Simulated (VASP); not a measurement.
# In3Se (P-3m1) in VASP: notebook

Runs on In3Se. Level: PBE. Tasks: single point, relaxation of cell and atoms.

Program: VASP 6.6.1. These are calculated values, not measurements. Logs are shortened: lines on timing, memory, paths and dates and some standing lists are left out, and cuts for length are marked.

## 1. The cell of the first run

The structure is trigonal, space group P-3m1 (No. 164). The conventional cell has a = 4.016 Å, b = 4.016 Å, c = 8.227 Å, α = 90.00°, β = 90.00°, γ = 120.00°. Within 4.3 Å of In (site symmetry -3m) lie 12 In at 3.25 to 4.02 Å and 2 Se at 4.11 Å. In (site symmetry 3m) has 3 Se at 2.95 Å and 9 In at 3.25 to 4.02 Å within 4.1 Å. Se (site symmetry -3m) has 8 In at 2.95 to 4.11 Å and 6 Se at 4.02 Å within 4.2 Å.

The cell was generated, and may not be a known phase.

## 2. Single point, PBE

INCAR

```
ALGO     = Normal         # electronic algorithm
EDIFF    = 1E-6           # SCF threshold, eV
ENCUT    = 520            # plane-wave cutoff, eV
GGA      = PE             # functional
ISIF     = 2              # what is computed and relaxed
ISMEAR   = 0              # smearing method
LASPH    = T              # aspherical terms in the spheres
LCHARG   = F              # write CHGCAR
LREAL    = F              # projectors in reciprocal space
LWAVE    = F              # write WAVECAR
NBANDS   = 30             # bands
NELM     = 60             # most SCF steps
PREC     = Accurate       # precision mode
SIGMA    = 0.1            # smearing width, eV
```

KPOINTS

```
k-points
0
Gamma
  12 12 6
```

POSCAR

```
In3Se
1.0
    4.0159310837      0.0000000000      0.0000000000
   -2.0079655419      3.4778983383      0.0000000000
    0.0000000000      0.0000000000      8.2266367979
In Se
3 1
Direct
    0.0000000000      0.0000000000      0.5000000000
    0.3333333333      0.6666666667      0.2223087660
    0.6666666667      0.3333333333      0.7776912340
    0.0000000000      0.0000000000      0.0000000000
```

Potentials or basis: VASP PAW PBE potentials, release 64 (In_d, Se).

Run with:

```bash
$ cat potpaw_PBE.64/In_d/POTCAR potpaw_PBE.64/Se/POTCAR > POTCAR
$ mpirun -np 1 vasp_std > vasp.out
```

OUTCAR:

```text
EDIFF = 1E-6
   ENCUT = 520
   GGA = PE
   ISIF = 2
   ISMEAR = 0
   LASPH = T
   LREAL = F
   NELM = 60
   PREC = Accurate

 ion  position               nearest neighbor table
   1  0.000  0.000  0.500-   2 3.25   3 3.25   2 3.25   3 3.25   3 3.25   2 3.25
   2  0.333  0.667  0.222-   4 2.95   4 2.95   4 2.95   1 3.25   1 3.25   1 3.25
   3  0.667  0.333  0.778-   4 2.95   4 2.95   4 2.95   1 3.25   1 3.25   1 3.25
   4  0.000  0.000  0.000-   2 2.95   3 2.95   2 2.95   3 2.95   3 2.95   2 2.95

  LATTYP: Found a hexagonal cell.
 ALAT       =     4.0159310837
 C/A-ratio  =     2.0485004913

  Lattice vectors:

 A1 = (   4.0159310837,   0.0000000000,   0.0000000000)
 A2 = (  -2.0079655419,   3.4778983383,   0.0000000000)
 A3 = (   0.0000000000,   0.0000000000,   8.2266367979)

Analysis of symmetry for initial positions (statically):
=====================================================================
 Subroutine PRICEL returns:
 Original cell was already a primitive cell.

 Routine SETGRP: Setting up the symmetry group for a
 hexagonal supercell.

 Subroutine GETGRP returns: Found 12 space group operations
 (whereof 12 operations were pure point group operations)
 out of a pool of 24 trial point group operations.

The static configuration has the point symmetry D_3d.

Analysis of symmetry for dynamics (positions and initial velocities):
=====================================================================
 Subroutine PRICEL returns:
 Original cell was already a primitive cell.

 Routine SETGRP: Setting up the symmetry group for a
 hexagonal supercell.

 Subroutine GETGRP returns: Found 12 space group operations
 (whereof 12 operations were pure point group operations)
 out of a pool of 24 trial point group operations.

The dynamic configuration has the point symmetry D_3d.

 Subroutine INISYM returns: Found 12 space group operations
 (whereof 12 operations are pure point group operations),
 and found     1 'primitive' translations

----------------------------------------------------------------------------------------

                                     Primitive cell

  volume of cell :     114.9014

  direct lattice vectors                    reciprocal lattice vectors
     4.015931084  0.000000000  0.000000000     0.249008257  0.143764984  0.000000000
    -2.007965542  3.477898338  0.000000000     0.000000000  0.287529969  0.000000000
     0.000000000  0.000000000  8.226636798     0.000000000  0.000000000  0.121556357

  length of vectors
     4.015931084  4.015931084  8.226636798     0.287529969  0.287529969  0.121556357

  position of ions in fractional coordinates (direct lattice)
     0.000000000  0.000000000  0.500000000
     0.333333333  0.666666667  0.222308766
     0.666666667  0.333333333  0.777691234
     0.000000000  0.000000000  0.000000000

  ion indices of the primitive-cell ions
   primitive index   ion index
                 1           1
                 2           2
                 3           3
                 4           4

----------------------------------------------------------------------------------------

 KPOINTS: k-points

Automatic generation of k-mesh.
 Grid dimensions read from file:
 generate k-points for:   12   12    6

 Generating k-lattice:

  Cartesian coordinates                     Fractional coordinates (reciprocal lattice)
     0.020750688  0.011980415  0.000000000     0.083333333  0.000000000  0.000000000
     0.000000000  0.023960831  0.000000000     0.000000000  0.083333333  0.000000000
     0.000000000  0.000000000  0.020259393     0.000000000  0.000000000  0.166666667

  Length of vectors
     0.023960831  0.023960831  0.020259393

  Shift w.r.t. Gamma in fractional coordinates (k-lattice)
     0.000000000  0.000000000  0.000000000

 Subroutine IBZKPT returns following result:
 ===========================================

 Found    100 irreducible k-points:

 Following reciprocal coordinates:
            Coordinates               Weight
  0.000000  0.000000  0.000000      1.000000
  0.083333 -0.000000  0.000000      6.000000
  0.166667 -0.000000  0.000000      6.000000
  0.250000 -0.000000  0.000000      6.000000
  0.333333 -0.000000  0.000000      6.000000
  0.416667 -0.000000  0.000000      6.000000
[... 16 lines left out ...]
  0.166667 -0.000000  0.166667      6.000000
  0.000000  0.166667  0.166667      6.000000
 [... further k-points ...]
   k-points           NKPTS =    100   k-points in BZ     NKDIM =    100   number of bands    NBANDS=     30
   number of dos      NEDOS =    301   number of ions     NIONS =      4
   total plane-waves  NPLWV =  57600
   dimension x,y,z NGX =    30 NGY =   30 NGZ =   64
   dimension x,y,z NGXF=    60 NGYF=   60 NGZF=  128
   ions per type =               3   1
   NGX,Y,Z   is equivalent  to a cutoff of  12.42, 12.42, 12.93 a.u.
   NGXF,Y,Z  is equivalent  to a cutoff of  24.84, 24.84, 25.87 a.u.
 SYSTEM =  unknown system
   PREC   = accura    normal or accurate (medium, high low for compatibility)
   ISTART =      0    job   : 0-new  1-cont  2-samecut
   ICHARG =      2    charge: 1-file 2-atom 10-const
   ISPIN  =      1    spin polarized calculation?
   LNONCOLLINEAR =      F non collinear calculations
   LSORBIT =      F    spin-orbit coupling
   LASPH  =      T    aspherical Exc in radial PAW
   ENCUT  =  520.0 eV  38.22 Ry    6.18 a.u.   7.47  7.47 15.30*2*pi/ulx,y,z
   NELM   =     60;   NELMIN=  2; NELMDL= -5     # of ELM steps
   EDIFF  = 0.1E-05   stopping-criterion for ELM
   LREAL  =      F    real-space projection
[... 7 lines left out ...]
   TEBEG  =    0.0;   TEEND  =   0.0 temperature during run
   PSTRESS=    0.0 pullay stress
   NELECT =      45.0000    total number of electrons
   NUPDOWN=      -1.0000    fix difference up-down
   EMIN   =  10.00;   EMAX   =-10.00  energy-range for DOS
   EFERMI =   0.00;   METHOD = LEGACY
   ISMEAR =     0;   SIGMA  =   0.10  broadening in eV -4-tet -1-fermi 0-gaus
   EFERMI_NEDOS =   21; number of points for ismear=-14 and -15
   IALGO  =     38    algorithm
   IMIX   =      4    mixing-type and parameters
     AMIX     =   0.40;   BMIX     =  1.00
     AMIX_MAG =   1.60;   BMIX_MAG =  1.00
  volume/ion in A,a.u.               =      28.73       193.85
  Fermi-wavevector in a.u.,A,eV,Ry     =   1.197762  2.263442 19.519377  1.434634
  Thomas-Fermi vector in A             =   2.333668
   LORBIT       =      0    0 simple, 1 ext, 2 COOP (PROOUT), +10 PAW based schemes
   GGA     = PE    functional components
   LHFCALC =     F    Hartree Fock is set to
   AEXX    =    0.0000 exact exchange contribution
   IVDW    =     0    specifies the selected vdW correction
   LEPSILON=     F    determine dielectric tensor
   LRPA    =     F    only Hartree local field effects (RPA)
 non-spin polarized calculation
 Gauss-broadening in eV      SIGMA  =   0.10
  energy-cutoff  :      520.00
  volume of cell :      114.90
 maximum number of plane-waves:      3138
 NGX is ok and might be reduce to    30
   NGX = 15   NGY = 15   NGZ = 31

 number of electron      44.9999997 magnetization

 Free energy of the ion-electron system (eV)
  ---------------------------------------------------
  ext. energy  EPLUGINS =         0.00000000
  ---------------------------------------------------
  free energy    TOTEN  =       -11.87536594 eV

  energy without entropy =      -11.86546145  energy(sigma->0) =      -11.87041369

 E-fermi :   5.6743     XC(G=0):  -9.4913

 val. band max:        5.6398722885   @ k =   0.3333   0.2500   0.1667
 cond. band min:       5.6990556999   @ k =   0.4167   0.0833   0.1667
 fundamental gap:      0.0591834113
 Fermi energy:         5.6743001736

 k-point     1 :       0.0000    0.0000    0.0000
  band No.  band energies     occupation
      1      -9.0907      2.00000
      2      -9.0907      2.00000
      3      -9.0103      2.00000
      4      -8.9928      2.00000
      5      -8.9928      2.00000
      6      -8.9454      2.00000
[... 22 lines left out ...]
     29      12.0652      0.00000
     30      12.0653      0.00000

 k-point     2 :       0.0833   -0.0000    0.0000
  band No.  band energies     occupation
      1      -9.0890      2.00000
      2      -9.0880      2.00000
      3      -9.0101      2.00000
      4      -8.9953      2.00000
      5      -8.9880      2.00000
      6      -8.9588      2.00000
[... 22 lines left out ...]
     29      11.3227      0.00000
     30      11.9133      0.00000

 k-point     3 :       0.1667   -0.0000    0.0000
  band No.  band energies     occupation
      1      -9.0849      2.00000
      2      -9.0813      2.00000
      3      -9.0326      2.00000
      4      -9.0006      2.00000
      5      -8.9788      2.00000
      6      -8.9749      2.00000
[... 22 lines left out ...]
     29      10.4234      0.00000
     30      11.8372      0.00000

 k-point     4 :       0.2500   -0.0000    0.0000
  band No.  band energies     occupation
      1      -9.0943      2.00000
      2      -9.0803      2.00000
      3      -9.0671      2.00000
      4      -9.0024      2.00000
      5      -8.9770      2.00000
      6      -8.9579      2.00000
[... 22 lines left out ...]
     29      10.4417      0.00000
     30      11.6413      0.00000

 k-point     5 :       0.3333   -0.0000    0.0000
  band No.  band energies     occupation
      1      -9.1427      2.00000
      2      -9.0771      2.00000
      3      -9.0640      2.00000
      4      -8.9959      2.00000
      5      -8.9718      2.00000
      6      -8.9433      2.00000
[... 22 lines left out ...]
     29      10.3810      0.00000
     30      11.7708      0.00000
[... 526 lines left out ...]
     29      10.8959      0.00000
     30      12.1510      0.00000

 k-point    22 :       0.0000    0.0833    0.1667
  band No.  band energies     occupation
      1      -9.0887      2.00000
      2      -9.0863      2.00000
      3      -9.0112      2.00000
      4      -9.0030      2.00000
      5      -8.9881      2.00000
      6      -8.9459      2.00000
[... 22 lines left out ...]
     29      11.4670      0.00000
     30      11.5066      0.00000

 k-point    23 :       0.1667   -0.0000    0.1667
  band No.  band energies     occupation
      1      -9.0868      2.00000
      2      -9.0868      2.00000
      3      -9.0168      2.00000
      4      -9.0030      2.00000
      5      -8.9874      2.00000
      6      -8.9786      2.00000
[... 22 lines left out ...]
     29      10.7552      0.00000
     30      12.2716      0.00000

 k-point    24 :       0.0000    0.1667    0.1667
  band No.  band energies     occupation
      1      -9.0838      2.00000
      2      -9.0815      2.00000
      3      -9.0428      2.00000
      4      -9.0037      2.00000
      5      -8.9724      2.00000
      6      -8.9517      2.00000
[... 22 lines left out ...]
     29      10.8281      0.00000
     30      11.6444      0.00000

 [... further k-points ...]
[... 5 lines left out ...]
  --------------------------------------------------------------------------------------
  -------------------------------------------------------------------------------------
  Total        0.0068370      0.0068370      0.0176178     -0.0000000      0.0000000     -0.0000000
  in kB        0.0953343      0.0953343      0.2456612     -0.0000000      0.0000000     -0.0000000
  external PRESSURE =       0.1454433 kB  Pullay stress =       0.0000000 kB

 VOLUME and BASIS-vectors are now :
 -----------------------------------------------------------------------------
  energy-cutoff  :      520.00
  volume of cell :      114.90
      direct lattice vectors                 reciprocal lattice vectors
     4.015931084  0.000000000  0.000000000     0.249008257  0.143764984  0.000000000
    -2.007965542  3.477898338  0.000000000     0.000000000  0.287529969  0.000000000
     0.000000000  0.000000000  8.226636798     0.000000000  0.000000000  0.121556357

 POSITION                                       TOTAL-FORCE (eV/Angst)
 -----------------------------------------------------------------------------------
      0.00000      0.00000      4.11332        -0.000000     -0.000000      0.000000
     -0.00000      2.31860      1.82885        -0.000000     -0.000000      0.006317
      2.00797      1.15930      6.39778         0.000000      0.000000     -0.006317
      0.00000      0.00000      0.00000         0.000000     -0.000000      0.000000
 -----------------------------------------------------------------------------------
    total drift:                               -0.000000      0.000000     -0.000000

  FREE ENERGIE OF THE ION-ELECTRON SYSTEM (eV)
  ---------------------------------------------------
  free  energy   TOTEN  =       -11.8753659377 eV

  energy  without entropy=      -11.8654614514  energy(sigma->0) =      -11.87041369
```

It took 4.7 min on 1 thread of Intel Xeon Platinum 8488C (Sapphire Rapids), shared host; peak memory 0.43 GiB.

What came out:

```
Free energy            : -11.8754 eV
Pressure               : 0.0 GPa
Largest force          : 0.006 eV/Å
Band gap on the k mesh : zero (an odd number of electrons rules out a gap without spin polarisation)
```

Forces in eV/Å, atoms in the order of the input:
```
In   0.000  0.000  0.000
In   0.000  0.000  0.006
In   0.000  0.000 -0.006
Se   0.000  0.000  0.000
```

Caveat: spin-orbit coupling is left out, which moves the levels of the heavy elements.

(Continued in part 2 of 2.)

The gap in the log of VASP goes by the Fermi energy; the results here count the filled bands.